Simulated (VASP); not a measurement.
# CdS (P6_3mc) in VASP: further runs

CdS is run at these levels: PBE, r2SCAN; tasks: single point.

All numbers are computed with VASP 6.6.1; they aren't measurements. Logs are shortened: lines on timing, memory, paths and dates and some standing lists are left out, and cuts for length are marked.

## 1. The cell of the first run

It takes space group P6_3mc (No. 186, hexagonal). Conventional cell: a = 4.161 Å, b = 4.161 Å, c = 13.554 Å, α = 90.00°, β = 90.00°, γ = 120.00°. Cd (site symmetry 3m) has 4 S at 2.54 to 2.55 Å within 3.4 Å. Cd (site symmetry 3m) has 4 S at 2.55 Å within 3.4 Å. S (site symmetry 3m) has 4 Cd at 2.55 Å within 3.4 Å. Within 3.4 Å of S (site symmetry 3m) lie 4 Cd at 2.54 to 2.55 Å.

## 2. Single point, PBE

Contents of INCAR:

```
  PREC = Accurate
  ENCUT = 520
  EDIFF = 1E-7
  ISMEAR = 0
  SIGMA = 0.01
  LREAL = F
  LASPH = T
  NELM = 100
  ALGO = Normal
  ISIF = 2
  LWAVE = F
  LCHARG = T
  GGA = PE
  LELF = T
  LVHAR = T
  NBANDS = 46
```

Contents of KPOINTS:

```
Automatic mesh
0
Gamma
  6 6 2
```

Contents of POSCAR:

```
CdS
1.0
    4.1605991063      0.0000000000      0.0000000000
   -2.0802995531      3.6031845210      0.0000000000
    0.0000000000      0.0000000000     13.5541938596
Cd S
4 4
Direct
    0.0000000000      0.0000000000     -0.0003495472
    0.3333333333      0.6666666667      0.2498897453
    0.0000000000      0.0000000000      0.4996504528
    0.6666666667      0.3333333333      0.7498897453
    0.0000000000      0.0000000000      0.1876440827
    0.3333333333      0.6666666667      0.4378157192
    0.0000000000      0.0000000000      0.6876440827
    0.6666666667      0.3333333333      0.9378157192
```

Potentials or basis: VASP PAW PBE potentials, release 64 (Cd, S).

Run with:

```
$ cat potpaw_PBE.64/Cd/POTCAR potpaw_PBE.64/S/POTCAR > POTCAR
$ mpirun -np 1 vasp_std > vasp.out
```

OUTCAR:

```text
PREC = Accurate
   ENCUT = 520
   EDIFF = 1E-7
   ISMEAR = 0
   LREAL = F
   LASPH = T
   NELM = 100
   ISIF = 2
   GGA = PE

 ion  position               nearest neighbor table
   1  0.000  0.000  1.000-   8 2.54   8 2.54   8 2.54   5 2.55
   2  0.333  0.667  0.250-   5 2.55   5 2.55   5 2.55   6 2.55
   3  0.000  0.000  0.500-   6 2.54   6 2.54   6 2.54   7 2.55
   4  0.667  0.333  0.750-   7 2.55   7 2.55   7 2.55   8 2.55
   5  0.000  0.000  0.188-   2 2.55   2 2.55   2 2.55   1 2.55
   6  0.333  0.667  0.438-   3 2.54   3 2.54   3 2.54   2 2.55
   7  0.000  0.000  0.688-   4 2.55   4 2.55   4 2.55   3 2.55
   8  0.667  0.333  0.938-   1 2.54   1 2.54   1 2.54   4 2.55

  LATTYP: Found a hexagonal cell.
 ALAT       =     4.1605991063
 C/A-ratio  =     3.2577505098

  Lattice vectors:

 A1 = (   4.1605991063,   0.0000000000,   0.0000000000)
 A2 = (  -2.0802995531,   3.6031845210,   0.0000000000)
 A3 = (   0.0000000000,   0.0000000000,  13.5541938596)

Analysis of symmetry for initial positions (statically):
=====================================================================
 Subroutine PRICEL returns:
 Original cell was already a primitive cell.

 Routine SETGRP: Setting up the symmetry group for a
 hexagonal supercell.

 Subroutine GETGRP returns: Found 12 space group operations
 (whereof  6 operations were pure point group operations)
 out of a pool of 24 trial point group operations.

The static configuration has the point symmetry C_3v.
 The point group associated with its full space group is C_6v.

Analysis of symmetry for dynamics (positions and initial velocities):
=====================================================================
 Subroutine PRICEL returns:
 Original cell was already a primitive cell.

 Routine SETGRP: Setting up the symmetry group for a
 hexagonal supercell.

 Subroutine GETGRP returns: Found 12 space group operations
 (whereof  6 operations were pure point group operations)
 out of a pool of 24 trial point group operations.

The dynamic configuration has the point symmetry C_3v.
 The point group associated with its full space group is C_6v.

 Subroutine INISYM returns: Found 12 space group operations
 (whereof  6 operations are pure point group operations),
 and found     1 'primitive' translations

----------------------------------------------------------------------------------------

                                     Primitive cell

  volume of cell :     203.1964

  direct lattice vectors                    reciprocal lattice vectors
     4.160599106  0.000000000  0.000000000     0.240350001  0.138766138  0.000000000
    -2.080299553  3.603184521  0.000000000     0.000000000  0.277532276  0.000000000
     0.000000000  0.000000000 13.554193860     0.000000000  0.000000000  0.073777903

  length of vectors
     4.160599106  4.160599106 13.554193860     0.277532276  0.277532276  0.073777903

  position of ions in fractional coordinates (direct lattice)
     0.000000000  0.000000000  0.999650453
     0.333333333  0.666666667  0.249889745
     0.000000000  0.000000000  0.499650453
     0.666666667  0.333333333  0.749889745
     0.000000000  0.000000000  0.187644083
     0.333333333  0.666666667  0.437815719
     0.000000000  0.000000000  0.687644083
     0.666666667  0.333333333  0.937815719

  ion indices of the primitive-cell ions
   primitive index   ion index
                 1           1
                 2           2
                 3           3
                 4           4
                 5           5
                 6           6
                 7           7
                 8           8

----------------------------------------------------------------------------------------

 KPOINTS: Automatic mesh

Automatic generation of k-mesh.
 Grid dimensions read from file:
 generate k-points for:    6    6    2

 Generating k-lattice:

  Cartesian coordinates                     Fractional coordinates (reciprocal lattice)
     0.040058334  0.023127690  0.000000000     0.166666667  0.000000000  0.000000000
     0.000000000  0.046255379  0.000000000     0.000000000  0.166666667  0.000000000
     0.000000000  0.000000000  0.036888952     0.000000000  0.000000000  0.500000000

  Length of vectors
     0.046255379  0.046255379  0.036888952

  Shift w.r.t. Gamma in fractional coordinates (k-lattice)
     0.000000000  0.000000000  0.000000000

 Subroutine IBZKPT returns following result:
 ===========================================

 Found     14 irreducible k-points:

 Following reciprocal coordinates:
            Coordinates               Weight
  0.000000  0.000000  0.000000      1.000000
  0.166667  0.000000  0.000000      6.000000
  0.333333  0.000000  0.000000      6.000000
  0.500000  0.000000  0.000000      3.000000
  0.166667  0.166667  0.000000      6.000000
  0.333333  0.166667  0.000000     12.000000
  0.333333  0.333333  0.000000      2.000000
  0.000000  0.000000  0.500000      1.000000
  0.166667  0.000000  0.500000      6.000000
  0.333333  0.000000  0.500000      6.000000
  0.500000  0.000000  0.500000      3.000000
  0.166667  0.166667  0.500000      6.000000
  0.333333  0.166667  0.500000     12.000000
  0.333333  0.333333  0.500000      2.000000
   k-points           NKPTS =     14   k-points in BZ     NKDIM =     14   number of bands    NBANDS=     46
   number of dos      NEDOS =    301   number of ions     NIONS =      8
   total plane-waves  NPLWV = 110592
   dimension x,y,z NGX =    32 NGY =   32 NGZ =  108
   dimension x,y,z NGXF=    64 NGYF=   64 NGZF=  216
   ions per type =               4   4
   NGX,Y,Z   is equivalent  to a cutoff of  12.79, 12.79, 13.25 a.u.
   NGXF,Y,Z  is equivalent  to a cutoff of  25.57, 25.57, 26.49 a.u.
 SYSTEM =  unknown system
   PREC   = accura    normal or accurate (medium, high low for compatibility)
   ISTART =      0    job   : 0-new  1-cont  2-samecut
   ICHARG =      2    charge: 1-file 2-atom 10-const
   ISPIN  =      1    spin polarized calculation?
   LNONCOLLINEAR =      F non collinear calculations
   LSORBIT =      F    spin-orbit coupling
   LASPH  =      T    aspherical Exc in radial PAW
   ENCUT  =  520.0 eV  38.22 Ry    6.18 a.u.   7.74  7.74 25.20*2*pi/ulx,y,z
   NELM   =    100;   NELMIN=  2; NELMDL= -5     # of ELM steps
   EDIFF  = 0.1E-06   stopping-criterion for ELM
   LREAL  =      F    real-space projection
   EDIFFG = 0.1E-05   stopping-criterion for IOM
   NSW    =      0    number of steps for IOM
   IBRION =     -1    ionic relax: 0-MD 1-quasi-New 2-CG
   NFREE  =      0    steps in history (QN), initial steepest desc. (CG)
   ISIF   =      2    stress and relaxation
   ISYM   =      2    0-nonsym 1-usesym 2-fastsym
   POTIM  = 0.5000    time-step for ionic-motion
   TEBEG  =    0.0;   TEEND  =   0.0 temperature during run
   PSTRESS=    0.0 pullay stress
   NELECT =      72.0000    total number of electrons
   NUPDOWN=      -1.0000    fix difference up-down
   EMIN   =  10.00;   EMAX   =-10.00  energy-range for DOS
   EFERMI =   0.00;   METHOD = LEGACY
   ISMEAR =     0;   SIGMA  =   0.01  broadening in eV -4-tet -1-fermi 0-gaus
   EFERMI_NEDOS =   21; number of points for ismear=-14 and -15
   IALGO  =     38    algorithm
   IMIX   =      4    mixing-type and parameters
     AMIX     =   0.40;   BMIX     =  1.00
     AMIX_MAG =   1.60;   BMIX_MAG =  1.00
  volume/ion in A,a.u.               =      25.40       171.40
  Fermi-wavevector in a.u.,A,eV,Ry     =   1.158458  2.189168 18.259359  1.342025
  Thomas-Fermi vector in A             =   2.295060
   LORBIT       =      0    0 simple, 1 ext, 2 COOP (PROOUT), +10 PAW based schemes
   GGA     = PE    functional components
   LHFCALC =     F    Hartree Fock is set to
   AEXX    =    0.0000 exact exchange contribution
   IVDW    =     0    specifies the selected vdW correction
   LEPSILON=     F    determine dielectric tensor
   LRPA    =     F    only Hartree local field effects (RPA)
 non-spin polarized calculation
 Gauss-broadening in eV      SIGMA  =   0.01
  energy-cutoff  :      520.00
  volume of cell :      203.20
 maximum number of plane-waves:      5553
 NGX is ok and might be reduce to    32
   NGX = 15   NGY = 15   NGZ = 51

 number of electron      72.0000005 magnetization

 Free energy of the ion-electron system (eV)
  ---------------------------------------------------
  ext. energy  EPLUGINS =         0.00000000
  ---------------------------------------------------
  free energy    TOTEN  =       -24.55797503 eV

  energy without entropy =      -24.55797503  energy(sigma->0) =      -24.55797503

 E-fermi :   1.2119     XC(G=0):  -9.0364

 val. band max:        1.1143480082   @ k =   0.0000   0.0000   0.0000
 cond. band min:       2.2486387844   @ k =   0.0000   0.0000   0.0000
 fundamental gap:      1.1342907762
 Fermi energy:         1.2119105033

 k-point     1 :       0.0000    0.0000    0.0000
  band No.  band energies     occupation
      1     -11.1141      2.00000
      2     -10.9100      2.00000
      3     -10.9070      2.00000
      4     -10.7069      2.00000
      5      -6.5214      2.00000
      6      -6.5190      2.00000
[... 38 lines left out ...]
     45       7.7687      0.00000
     46       7.8719      0.00000

 k-point     2 :       0.1667    0.0000    0.0000
  band No.  band energies     occupation
      1     -11.0235      2.00000
      2     -10.8437      2.00000
      3     -10.8408      2.00000
      4     -10.6677      2.00000
      5      -6.4908      2.00000
      6      -6.4833      2.00000
[... 38 lines left out ...]
     45       7.8009      0.00000
     46       7.9583      0.00000

 k-point     3 :       0.3333    0.0000    0.0000
  band No.  band energies     occupation
      1     -10.8281      2.00000
      2     -10.7111      2.00000
      3     -10.7086      2.00000
      4     -10.6017      2.00000
      5      -6.4366      2.00000
      6      -6.4268      2.00000
[... 528 lines left out ...]
     45       7.9327      0.00000
     46       7.9327      0.00000

 k-point    14 :       0.3333    0.3333    0.5000
  band No.  band energies     occupation
      1     -10.6176      2.00000
      2     -10.6176      2.00000
      3     -10.6147      2.00000
      4     -10.6147      2.00000
      5      -6.3978      2.00000
      6      -6.3978      2.00000
[... 38 lines left out ...]
     45       7.8471      0.00000
     46       7.8471      0.00000

------------------------ aborting loop because EDIFF is reached ----------------------------------------

  FORCE on cell =-STRESS in cart. coord.  units (eV):
  Direction    XX          YY          ZZ          XY          YZ          ZX
  --------------------------------------------------------------------------------------
  -------------------------------------------------------------------------------------
  Total        2.1544820      2.1544820      2.1922323      0.0000000      0.0000000      0.0000000
  in kB       16.9878094     16.9878094     17.2854659      0.0000000      0.0000000      0.0000000
  external PRESSURE =      17.0870282 kB  Pullay stress =       0.0000000 kB

 VOLUME and BASIS-vectors are now :
 -----------------------------------------------------------------------------
  energy-cutoff  :      520.00
  volume of cell :      203.20
      direct lattice vectors                 reciprocal lattice vectors
     4.160599106  0.000000000  0.000000000     0.240350001  0.138766138  0.000000000
    -2.080299553  3.603184521  0.000000000     0.000000000  0.277532276  0.000000000
     0.000000000  0.000000000 13.554193860     0.000000000  0.000000000  0.073777903

 POSITION                                       TOTAL-FORCE (eV/Angst)
 -----------------------------------------------------------------------------------
      0.00000      0.00000     13.54946        -0.000000      0.000000      0.003984
     -0.00000      2.40212      3.38705        -0.000000      0.000000     -0.002350
      0.00000      0.00000      6.77236         0.000000      0.000000      0.003984
      2.08030      1.20106     10.16415         0.000000     -0.000000     -0.002350
      0.00000      0.00000      2.54336         0.000000     -0.000000     -0.003022
     -0.00000      2.40212      5.93424         0.000000     -0.000000      0.001388
      0.00000      0.00000      9.32046         0.000000      0.000000     -0.003022
      2.08030      1.20106     12.71134         0.000000      0.000000      0.001388
 -----------------------------------------------------------------------------------
    total drift:                               -0.000000     -0.000001     -0.000854

  FREE ENERGIE OF THE ION-ELECTRON SYSTEM (eV)
  ---------------------------------------------------
  free  energy   TOTEN  =       -24.5579750294 eV

  energy  without entropy=      -24.5579750294  energy(sigma->0) =      -24.55797503
```

Run time: 2.7 min. Hardware: 1 thread of Intel Xeon Platinum 8488C (Sapphire Rapids), shared host; peak memory 0.36 GiB.

What came out:

```
Free energy            : -24.5580 eV
Pressure               : 1.7 GPa
Largest force          : 0.004 eV/Å
Band gap on the k mesh : 1.13 eV, direct
```

Forces in eV/Å, atoms in the order of the input:
```
Cd   0.000  0.000  0.004
Cd   0.000  0.000 -0.002
Cd   0.000  0.000  0.004
Cd   0.000  0.000 -0.002
S    0.000  0.000 -0.003
S    0.000  0.000  0.001
S    0.000  0.000 -0.003
S    0.000  0.000  0.001
```

Levels at points of the mesh, in eV from the valence-band top:
```tsv
k point	band 32	band 33	band 34	band 35	band 36	band 37	band 38	band 39	band 40	band 41
(0.00, 0.00, 0.00)	-0.38	-0.38	-0.02	0.00	0.00	1.13	2.69	2.86	2.87	6.16
(0.50, 0.00, 0.00)	-1.29	-1.29	-1.26	-0.87	-0.72	3.11	3.37	3.95	4.22	4.89
(0.00, 0.00, 0.50)	-0.63	-0.11	-0.11	-0.11	-0.11	1.99	1.99	2.90	2.90	6.30
(0.50, 0.00, 0.50)	-1.66	-1.17	-1.17	-0.90	-0.90	3.50	3.50	3.93	3.93	4.73
```

Expect the measured gap to be larger: semilocal functionals such as PBE lack the derivative discontinuity.

(Continued in part 2 of 2.)
